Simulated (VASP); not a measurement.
# Pd (Fm-3m) in VASP: further runs

Runs on Pd. Level: LDA. Tasks: electric field gradients.

All numbers are computed with VASP 6.6.1; they aren't measurements. Logs are shortened: lines on timing, memory, paths and dates and some standing lists are left out, and cuts for length are marked.

**1. The cell of the first run**

Symmetry: Fm-3m, No. 225, cubic system. The conventional cell has a = 3.890 Å, b = 3.890 Å, c = 3.890 Å, α = 90.00°, β = 90.00°, γ = 90.00°. Within 3.6 Å of Pd (site symmetry m-3m) lie 12 Pd at 2.75 Å.

**2. Electric field gradients, LDA**

The input, INCAR:

```
SYSTEM = Pd
PREC = Accurate
ENCUT = 520
EDIFF = 1E-8
ISMEAR = -1
SIGMA = 0.05
LREAL = .False.
LASPH = .True.
NELM = 80
ALGO = Normal
ISIF = 2
LWAVE = .False.
LCHARG = .False.
GGA = CA
LEFG = .True.
NBANDS = 11
```

The input, KPOINTS:

```
Automatic mesh
0
Gamma
  18 18 18
  0 0 0
```

The input, POSCAR:

```
Pd
1.0
    0.0000000000      1.9449000000      1.9449000000
    1.9449000000      0.0000000000      1.9449000000
    1.9449000000      1.9449000000      0.0000000000
Pd
1
Direct
    0.0000000000      0.0000000000      0.0000000000
```

Potentials or basis: VASP PAW LDA potentials, release 64 (Pd).

Command:

```
$ cat potpaw_LDA.64/Pd/POTCAR > POTCAR
$ mpirun -np 1 vasp_std > vasp.out
```

OUTCAR:

```text
SYSTEM = Pd
   PREC = Accurate
   ENCUT = 520
   EDIFF = 1E-8
   ISMEAR = -1
   LREAL = .False.
   LASPH = .True.
   NELM = 80
   ISIF = 2
   GGA = CA

 ion  position               nearest neighbor table
   1  0.000  0.000  0.000-

  LATTYP: Found a face centered cubic cell.
 ALAT       =     3.8898000000

  Lattice vectors:

 A1 = (   0.0000000000,   1.9449000000,   1.9449000000)
 A2 = (   1.9449000000,   0.0000000000,   1.9449000000)
 A3 = (   1.9449000000,   1.9449000000,   0.0000000000)

Analysis of symmetry for initial positions (statically):
=====================================================================
 Subroutine PRICEL returns:
 Original cell was already a primitive cell.

 Routine SETGRP: Setting up the symmetry group for a
 face centered cubic supercell.

 Subroutine GETGRP returns: Found 48 space group operations
 (whereof 48 operations were pure point group operations)
 out of a pool of 48 trial point group operations.

The static configuration has the point symmetry O_h .

Analysis of symmetry for dynamics (positions and initial velocities):
=====================================================================
 Subroutine PRICEL returns:
 Original cell was already a primitive cell.

 Routine SETGRP: Setting up the symmetry group for a
 face centered cubic supercell.

 Subroutine GETGRP returns: Found 48 space group operations
 (whereof 48 operations were pure point group operations)
 out of a pool of 48 trial point group operations.

The dynamic configuration has the point symmetry O_h .

 Subroutine INISYM returns: Found 48 space group operations
 (whereof 48 operations are pure point group operations),
 and found     1 'primitive' translations

----------------------------------------------------------------------------------------

                                     Primitive cell

  volume of cell :      14.7137

  direct lattice vectors                    reciprocal lattice vectors
[... 123 lines left out ...]

 Free energy of the ion-electron system (eV)
  ---------------------------------------------------
  ext. energy  EPLUGINS =         0.00000000
  ---------------------------------------------------
  free energy    TOTEN  =        -6.49338760 eV

  energy without entropy =       -6.47528556  energy(sigma->0) =       -6.48433658

 E-fermi :   9.6391     XC(G=0): -13.5323

 val. band max:        9.6366443882   @ k =   0.5000   0.1111   0.0000
 cond. band min:       9.6400847514   @ k =   0.4444   0.1667   0.0000
 fundamental gap:      0.0034403633
 Fermi energy:         9.6390941774

 k-point     1 :       0.0000    0.0000    0.0000
  band No.  band energies     occupation
      1       2.3776      2.00000
      2       6.7515      2.00000
      3       6.7515      2.00000
      4       6.7515      2.00000
      5       8.4047      2.00000
      6       8.4047      2.00000
      7      26.7679      0.00000
      8      31.4998      0.00000
      9      31.4998      0.00000
     10      31.4998      0.00000
     11      35.4002      0.00000
[... 309 lines left out ...]
 k-point    24 :      -0.2222    0.0556    0.0000
  band No.  band energies     occupation
      1       4.1002      2.00000
      2       6.5206      2.00000
      3       7.0850      2.00000
      4       7.1197      2.00000
      5       8.2776      2.00000
      6       8.8093      2.00000
      7      24.5208      0.00000
      8      27.8456      0.00000
      9      31.7468      0.00000
     10      34.1290      0.00000
     11      34.5446      0.00000

 [... further k-points ...]

------------------------ aborting loop because EDIFF is reached ----------------------------------------

  FORCE on cell =-STRESS in cart. coord.  units (eV):
  Direction    XX          YY          ZZ          XY          YZ          ZX
  --------------------------------------------------------------------------------------
  -------------------------------------------------------------------------------------
  Total       -0.7139299     -0.7139299     -0.7139299     -0.0000000      0.0000000      0.0000000
  in kB      -77.7399611    -77.7399611    -77.7399611     -0.0000000      0.0000000      0.0000000
  external PRESSURE =     -77.7399611 kB  Pullay stress =       0.0000000 kB

 VOLUME and BASIS-vectors are now :
 -----------------------------------------------------------------------------
  energy-cutoff  :      520.00
  volume of cell :       14.71
      direct lattice vectors                 reciprocal lattice vectors
     0.000000000  1.944900000  1.944900000    -0.257082626  0.257082626  0.257082626
     1.944900000  0.000000000  1.944900000     0.257082626 -0.257082626  0.257082626
     1.944900000  1.944900000  0.000000000     0.257082626  0.257082626 -0.257082626

 POSITION                                       TOTAL-FORCE (eV/Angst)
 -----------------------------------------------------------------------------------
      0.00000      0.00000      0.00000        -0.000000      0.000000     -0.000000
 -----------------------------------------------------------------------------------
    total drift:                                0.000000      0.000000      0.000000

  FREE ENERGIE OF THE ION-ELECTRON SYSTEM (eV)
  ---------------------------------------------------
  free  energy   TOTEN  =        -6.4933875985 eV

  energy  without entropy=       -6.4752855604  energy(sigma->0) =       -6.48433658

 Electric field gradients (V/A^2)
---------------------------------------------------------------------
 ion       V_xx      V_yy      V_zz      V_xy      V_xz      V_yz
---------------------------------------------------------------------
   1      -0.000    -0.000    -0.000    -0.000    -0.000    -0.000
---------------------------------------------------------------------

 Electric field gradients after diagonalization (V/A^2)
 (convention: |V_zz| > |V_xx| > |V_yy|)
----------------------------------------------------------------------
 ion       V_xx      V_yy      V_zz     asymmetry (V_yy - V_xx)/ V_zz
----------------------------------------------------------------------
   1       0.000     0.000    -0.000       0.000
----------------------------------------------------------------------

           NMR quadrupolar parameters

 Cq : quadrupolar parameter    Cq=e*Q*V_zz/h
 eta: asymmetry parameters     (V_yy - V_xx)/ V_zz
 Q  : nuclear electric quadrupole moment in mb (millibarn)
----------------------------------------------------------------------
 ion       Cq(MHz)       eta       Q (mb)
----------------------------------------------------------------------
   1      -0.000       0.000       1.000
----------------------------------------------------------------------
```

OSZICAR:

```text
N       E                     dE             d eps       ncg     rms          rms(c)
DAV:   1     0.409788377218E+02    0.40979E+02   -0.51762E+03  4338   0.854E+02
DAV:   2    -0.628876505182E+01   -0.47268E+02   -0.45680E+02  4831   0.181E+02
DAV:   3    -0.683294318390E+01   -0.54418E+00   -0.54149E+00  5144   0.211E+01
DAV:   4    -0.683521348602E+01   -0.22703E-02   -0.22700E-02  5224   0.141E+00
DAV:   5    -0.683523673364E+01   -0.23248E-04   -0.23247E-04  5684   0.130E-01    0.819E+00
DAV:   6    -0.650967865510E+01    0.32556E+00   -0.13921E+00  5289   0.947E+00    0.384E+00
DAV:   7    -0.649844821106E+01    0.11230E-01   -0.29210E-02  5661   0.102E+00    0.202E+00
DAV:   8    -0.649341461090E+01    0.50336E-02   -0.17623E-03  5347   0.425E-01    0.827E-02
DAV:   9    -0.649338458258E+01    0.30028E-04   -0.21218E-04  5874   0.121E-01    0.151E-02
DAV:  10    -0.649338772690E+01   -0.31443E-05   -0.35027E-06  5348   0.183E-02    0.986E-03
DAV:  11    -0.649338759687E+01    0.13003E-06   -0.55857E-08  5744   0.226E-03    0.102E-03
DAV:  12    -0.649338759847E+01   -0.16034E-08   -0.39155E-09  3757   0.340E-04
   1 F= -.64933876E+01 E0= -.64843366E+01  d E =-.181020E-01
```

It took 18 s on 1 thread of Intel Xeon Platinum 8488C (Sapphire Rapids), shared host; peak memory 0.14 GiB.

Results:

* Free energy: -6.4934 eV
* Pressure: -7.8 GPa
* Band gap on the k mesh: zero (band 5 reaches 9.93 eV, above the bottom of band 6 at 8.34 eV)

Levels at points of the mesh, in eV from the Fermi level:
```csv
k point,band 2,band 3,band 4,band 5,band 6,band 7,band 8,band 9
"(0.00, 0.00, 0.00)",-2.89,-2.89,-2.89,-1.23,-1.23,17.13,21.86,21.86
"(0.50, 0.00, 0.00)",-2.92,-2.92,-0.02,-0.02,0.93,7.26,16.50,20.94
"(0.50, 0.50, 0.00)",-5.18,-0.04,0.29,0.29,3.24,10.73,13.07,13.07
```

Caveat: without QUAD_EFG the Cq values of the log hold for a quadrupole moment of 1 mb, not for the nuclei.

**3. Electric field gradients, LDA (functional lda, volume scaled by 1.04)**

The input, INCAR:

```
SYSTEM = Pd
PREC     = Accurate       ! precision mode
ENCUT    = 520            ! plane-wave cutoff, eV
EDIFF    = 1E-8           ! SCF threshold, eV
ISMEAR   = -1             ! smearing method
SIGMA    = 0.05           ! smearing width, eV
LREAL    = .False.        ! projectors in reciprocal space
LASPH    = .True.         ! aspherical terms in the spheres
NELM     = 100            ! most SCF steps
ALGO     = Normal         ! electronic algorithm
ISIF     = 2              ! what is computed and relaxed
LWAVE    = .False.        ! write WAVECAR
LCHARG   = .False.        ! write CHGCAR
LEFG     = .True.       
NBANDS   = 11             ! bands
```

KPOINTS is that of step 2.

The input, POSCAR:

```
Pd
1.0
    0.0000000000      1.9704937245      1.9704937245
    1.9704937245      0.0000000000      1.9704937245
    1.9704937245      1.9704937245      0.0000000000
Pd
1
Direct
    0.0000000000      0.0000000000      0.0000000000
```

Potentials or basis: VASP PAW LDA potentials, release 64 (Pd).

Command:

```
$ cat potpaw_LDA.64/Pd/POTCAR > POTCAR
$ mpirun -np 1 vasp_std > vasp.out
```

OUTCAR:

```text
SYSTEM = Pd
   PREC = Accurate
   ENCUT = 520
   EDIFF = 1E-8
   ISMEAR = -1
   LREAL = .False.
   LASPH = .True.
   NELM = 100
   ISIF = 2

 ion  position               nearest neighbor table
   1  0.000  0.000  0.000-

  LATTYP: Found a face centered cubic cell.
 ALAT       =     3.9409874490

  Lattice vectors:

 A1 = (   0.0000000000,   1.9704937245,   1.9704937245)
 A2 = (   1.9704937245,   0.0000000000,   1.9704937245)
 A3 = (   1.9704937245,   1.9704937245,   0.0000000000)

Analysis of symmetry for initial positions (statically):
=====================================================================
 Subroutine PRICEL returns:
 Original cell was already a primitive cell.

 Routine SETGRP: Setting up the symmetry group for a
 face centered cubic supercell.

 Subroutine GETGRP returns: Found 48 space group operations
 (whereof 48 operations were pure point group operations)
 out of a pool of 48 trial point group operations.

The static configuration has the point symmetry O_h .

Analysis of symmetry for dynamics (positions and initial velocities):
=====================================================================
 Subroutine PRICEL returns:
 Original cell was already a primitive cell.

 Routine SETGRP: Setting up the symmetry group for a
 face centered cubic supercell.

 Subroutine GETGRP returns: Found 48 space group operations
 (whereof 48 operations were pure point group operations)
 out of a pool of 48 trial point group operations.

The dynamic configuration has the point symmetry O_h .

 Subroutine INISYM returns: Found 48 space group operations
 (whereof 48 operations are pure point group operations),
 and found     1 'primitive' translations

----------------------------------------------------------------------------------------

                                     Primitive cell

  volume of cell :      15.3022

  direct lattice vectors                    reciprocal lattice vectors
     0.000000000  1.970493725  1.970493725    -0.253743513  0.253743513  0.253743513
     1.970493725  0.000000000  1.970493725     0.253743513 -0.253743513  0.253743513
     1.970493725  1.970493725  0.000000000     0.253743513  0.253743513 -0.253743513

  length of vectors
     2.786698950  2.786698950  2.786698950     0.439496657  0.439496657  0.439496657

  position of ions in fractional coordinates (direct lattice)
     0.000000000  0.000000000  0.000000000

  ion indices of the primitive-cell ions
   primitive index   ion index
                 1           1

----------------------------------------------------------------------------------------

 KPOINTS: Automatic mesh

Automatic generation of k-mesh.
 Grid dimensions read from file:
 generate k-points for:   18   18   18

 Generating k-lattice:

  Cartesian coordinates                     Fractional coordinates (reciprocal lattice)
    -0.014096862  0.014096862  0.014096862     0.055555556  0.000000000  0.000000000
     0.014096862 -0.014096862  0.014096862     0.000000000  0.055555556  0.000000000
     0.014096862  0.014096862 -0.014096862     0.000000000  0.000000000  0.055555556
[... 71 lines left out ...]
   EFERMI =   0.00;   METHOD = LEGACY
   ISMEAR =    -1;   SIGMA  =   0.05  broadening in eV -4-tet -1-fermi 0-gaus
   EFERMI_NEDOS =   21; number of points for ismear=-14 and -15
   IALGO  =     38    algorithm
   IMIX   =      4    mixing-type and parameters
     AMIX     =   0.40;   BMIX     =  1.00
     AMIX_MAG =   1.60;   BMIX_MAG =  1.00
  volume/ion in A,a.u.               =      15.30       103.26
  Fermi-wavevector in a.u.,A,eV,Ry     =   1.420659  2.684656 27.460249  2.018271
  Thomas-Fermi vector in A             =   2.541551
   LORBIT       =      0    0 simple, 1 ext, 2 COOP (PROOUT), +10 PAW based schemes
   GGA     = CA    functional components
   LHFCALC =     F    Hartree Fock is set to
   AEXX    =    0.0000 exact exchange contribution
   IVDW    =     0    specifies the selected vdW correction
   LEPSILON=     F    determine dielectric tensor
   LRPA    =     F    only Hartree local field effects (RPA)
 non-spin polarized calculation
  energy-cutoff  :      520.00
  volume of cell :       15.30
 maximum number of plane-waves:       424
 NGX is ok and might be reduce to    24
   NGX = 11   NGY = 11   NGZ = 11

 number of electron      10.0000000 magnetization

 Free energy of the ion-electron system (eV)
  ---------------------------------------------------
  ext. energy  EPLUGINS =         0.00000000
  ---------------------------------------------------
  free energy    TOTEN  =        -6.45283386 eV

  energy without entropy =       -6.43373294  energy(sigma->0) =       -6.44328340

 E-fermi :   8.9760     XC(G=0): -13.2939

 val. band max:        8.9754336415   @ k =  -0.3889   0.3889   0.0556
 cond. band min:       8.9790399268   @ k =  -0.4444   0.3333   0.0000
 fundamental gap:      0.0036062854
 Fermi energy:         8.9759849146

 k-point     1 :       0.0000    0.0000    0.0000
  band No.  band energies     occupation
      1       2.0190      2.00000
      2       6.2664      2.00000
      3       6.2664      2.00000
      4       6.2664      2.00000
      5       7.8175      2.00000
      6       7.8175      2.00000
      7      26.0878      0.00000
      8      30.5937      0.00000
      9      30.5937      0.00000
     10      30.5937      0.00000
     11      34.8703      0.00000
[... 309 lines left out ...]
 k-point    24 :      -0.2222    0.0556    0.0000
  band No.  band energies     occupation
      1       3.7007      2.00000
      2       6.0509      2.00000
      3       6.5825      2.00000
      4       6.6145      2.00000
      5       7.7025      2.00000
      6       8.1998      2.00000
      7      23.5301      0.00000
      8      27.0441      0.00000
      9      30.6142      0.00000
     10      33.1014      0.00000
     11      33.4210      0.00000

 [... further k-points ...]

------------------------ aborting loop because EDIFF is reached ----------------------------------------

  FORCE on cell =-STRESS in cart. coord.  units (eV):
  Direction    XX          YY          ZZ          XY          YZ          ZX
  --------------------------------------------------------------------------------------
  -------------------------------------------------------------------------------------
  Total       -1.3556758     -1.3556758     -1.3556758      0.0000000      0.0000000     -0.0000000
  in kB     -141.9421095   -141.9421095   -141.9421095      0.0000000      0.0000000     -0.0000000
  external PRESSURE =    -141.9421095 kB  Pullay stress =       0.0000000 kB

 VOLUME and BASIS-vectors are now :
 -----------------------------------------------------------------------------
  energy-cutoff  :      520.00
  volume of cell :       15.30
      direct lattice vectors                 reciprocal lattice vectors
     0.000000000  1.970493725  1.970493725    -0.253743513  0.253743513  0.253743513
     1.970493725  0.000000000  1.970493725     0.253743513 -0.253743513  0.253743513
     1.970493725  1.970493725  0.000000000     0.253743513  0.253743513 -0.253743513

 POSITION                                       TOTAL-FORCE (eV/Angst)
 -----------------------------------------------------------------------------------
      0.00000      0.00000      0.00000         0.000000      0.000000      0.000000
 -----------------------------------------------------------------------------------
    total drift:                                0.000000      0.000000      0.000000

  FREE ENERGIE OF THE ION-ELECTRON SYSTEM (eV)
  ---------------------------------------------------
  free  energy   TOTEN  =        -6.4528338616 eV

  energy  without entropy=       -6.4337329415  energy(sigma->0) =       -6.44328340

 Electric field gradients (V/A^2)
---------------------------------------------------------------------
 ion       V_xx      V_yy      V_zz      V_xy      V_xz      V_yz
---------------------------------------------------------------------
   1      -0.000    -0.000    -0.000    -0.000    -0.000    -0.000
---------------------------------------------------------------------

 Electric field gradients after diagonalization (V/A^2)
 (convention: |V_zz| > |V_xx| > |V_yy|)
----------------------------------------------------------------------
 ion       V_xx      V_yy      V_zz     asymmetry (V_yy - V_xx)/ V_zz
----------------------------------------------------------------------
   1       0.000     0.000    -0.000       0.000
----------------------------------------------------------------------

           NMR quadrupolar parameters

 Cq : quadrupolar parameter    Cq=e*Q*V_zz/h
 eta: asymmetry parameters     (V_yy - V_xx)/ V_zz
 Q  : nuclear electric quadrupole moment in mb (millibarn)
----------------------------------------------------------------------
 ion       Cq(MHz)       eta       Q (mb)
----------------------------------------------------------------------
   1      -0.000       0.000       1.000
----------------------------------------------------------------------
```

Wall time 23 s (1 thread of Intel Xeon Platinum 8488C (Sapphire Rapids), shared host); peak memory 0.15 GiB.

Results:

| Property | Result |
| --- | --- |
| Free energy | -6.4528 eV |
| Pressure | -14.2 GPa |
| Band gap on the k mesh | zero (band 5 reaches 9.25 eV, above the bottom of band 6 at 7.76 eV) |

Caveat: without QUAD_EFG the Cq values of the log hold for a quadrupole moment of 1 mb, not for the nuclei.
